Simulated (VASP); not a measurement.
BiSb3O2:

```
Sb Bi O
1.0
     6.40838    0.00000    0.00000
    -3.20419    5.54982    0.00000
     0.00000    0.00000    3.75693
Sb Bi O
3 1 2
Cartesian
  -1.6021 2.7749 0.0000
  1.6021 2.7749 0.0000
  3.2042 0.0000 0.0000
  0.0000 0.0000 1.8785
  3.2042 1.8499 1.8785
  0.0000 3.6999 1.8785
```

- Program: VASP 6.6.1
- Task: relaxation of cell and atoms
- Functional: PBE
- Potentials or basis: VASP PAW PBE potentials, release 64 (Sb, Bi_d, O)
- Cutoff: 600 eV
- k mesh: 3 × 3 × 4
- Occupations: gaussian, width 0.1 eV
- Spin: no spin polarisation

At the start: pressure -5.0 GPa; volume 22.27 Å³/atom.

Q: How do energy, volume and symmetry change on relaxing?

A: Over 5 steps the energy falls by 35.0 meV/atom and the volume is 20.79 Å³/atom (-6.6 %); space group P6/mmm (No. 191, to 0.05 Å).

The path:
| step | energy change (eV) | largest force (eV/Å) | pressure (GPa) | volume (Å³) |
| --- | --- | --- | --- | --- |
| 1 | 0.0000 | 0.0000 | -5.00 | 133.62 |
| 2 | -0.1646 | 0.0000 | 2.94 | 120.60 |
| 3 | -0.1908 | 0.0000 | 0.48 | 123.87 |
| 4 | -0.2059 | 0.0000 | 0.25 | 124.35 |
| 5 | -0.2101 | 0.0000 | 0.08 | 124.75 |

Final structure:
```yaml
crystal:
  lattice:
    - [6.37125, 0.00000, 0.00000]
    - [-3.18562, 5.51766, 0.00000]
    - [0.00000, 0.00000, 3.54875]
  atoms:
    - { symbol: Sb, position: [0.00000, 0.50000, 0.00000] }
    - { symbol: Sb, position: [0.50000, 0.50000, 0.00000] }
    - { symbol: Sb, position: [0.50000, 0.00000, 0.00000] }
    - { symbol: Bi, position: [0.00000, 0.00000, 0.50000] }
    - { symbol: O, position: [0.66667, 0.33333, 0.50000] }
    - { symbol: O, position: [0.33333, 0.66667, 0.50000] }
```

Caveat: the k points lie up to 0.44 Å⁻¹ apart in the final cell.
